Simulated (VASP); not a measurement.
Here is a VASP 6.6.1 calculation.

INCAR

```
  PREC = Accurate
  ENCUT = 520
  EDIFF = 1E-6
  ISMEAR = -1
  SIGMA = 0.1
  LREAL = F
  LASPH = T
  NELM = 60
  ALGO = Normal
  ISIF = 2
  LWAVE = F
  LCHARG = T
  GGA = PS
  LELF = T
  LVHAR = T
  NBANDS = 21
```

KPOINTS

```
regular mesh
0
Gamma
  11 11 11
```

Contents of POSCAR:

```
Mo
1.0
    0.0000000000      2.8432704744      2.8432704744
    2.8432704744      0.0000000000      2.8432704744
    2.8432704744      2.8432704744      0.0000000000
Mo
2
Direct
    0.1250000000      0.1250000000      0.1250000000
    0.8750000000      0.8750000000      0.8750000000
```

Potentials or basis: VASP PAW PBE potentials, release 64 (Mo_sv).

Launch:

```console
$ cat potpaw_PBE.64/Mo_sv/POTCAR > POTCAR
$ mpirun -np 1 vasp_std > vasp.out
```

Question: Predict the pressure.

Answer: -3.8 GPa.

Question: Estimate the band gap on the k mesh.

Answer: Zero (band 14 reaches 6.97 eV, above the bottom of band 15 at 6.52 eV).

Caveat: the PAW data sets were made with another functional, which shifts forces and pressure a little.
